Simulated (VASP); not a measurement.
Wanted: the native input for a VASP 6.6.1 run.

```
Task                   : single point
Functional             : PBEsol
Potentials or basis    : VASP PAW PBE potentials, release 64 (Hf_pv)
Cutoff                 : 520 eV
k mesh                 : 6 × 6 × 4
Occupations            : fermi-dirac, width 0.05 eV
Spin                   : no spin polarisation
Dipole correction      : no
Further INCAR settings : ALGO = Normal; EDIFF = 1e-06; NBANDS = 17
```

The structure of Hf lies in POSCAR:

```
Hf
1.0
    3.1639017904      0.0000000000      0.0000000000
   -1.5819508952      2.7400193256      0.0000000000
    0.0000000000      0.0000000000      5.0059072342
Hf
2
Direct
    0.3333333333      0.6666666667      0.2500000000
    0.6666666667      0.3333333333      0.7500000000
```

These files were run (other wordings do the same):

INCAR

```
SYSTEM = Hf
PREC     = Accurate       ! precision mode
ENCUT    = 520            ! plane-wave cutoff, eV
EDIFF    = 1E-6           ! SCF threshold, eV
ISMEAR   = -1             ! smearing method
SIGMA    = 0.05           ! smearing width, eV
LREAL    = .False.        ! projectors in reciprocal space
LASPH    = .True.         ! aspherical terms in the spheres
NELM     = 100            ! most SCF steps
ALGO     = Normal         ! electronic algorithm
ISIF     = 2              ! what is computed and relaxed
LWAVE    = .False.        ! write WAVECAR
LCHARG   = .False.        ! write CHGCAR
GGA      = PS             ! functional
NBANDS   = 17             ! bands
```

KPOINTS

```
regular mesh
0
Gamma
  6 6 4
  0 0 0
```

Potentials or basis: VASP PAW PBE potentials, release 64 (Hf_pv).

Run with:

```bash
$ cat potpaw_PBE.64/Hf_pv/POTCAR > POTCAR
$ mpirun -np 1 vasp_std > vasp.out
```

It gave:

| Quantity | Value |
| --- | --- |
| Pressure | -0.8 GPa |
| Band gap on the k mesh | zero (bands 10 and 11 overlap by 1.32 eV) |

Caveat: the k points lie up to 0.38 Å⁻¹ apart, too coarse for converged energies and pressures of a metal; the PAW data sets were made with another functional, which shifts forces and pressure a little; spin-orbit coupling is left out, which moves the levels of the heavy elements.

Run time: 5.7 s on 1 thread of Intel(R) Xeon(R) 6975P-C (Granite Rapids), with other jobs on the host, peak memory 0.16 GiB.
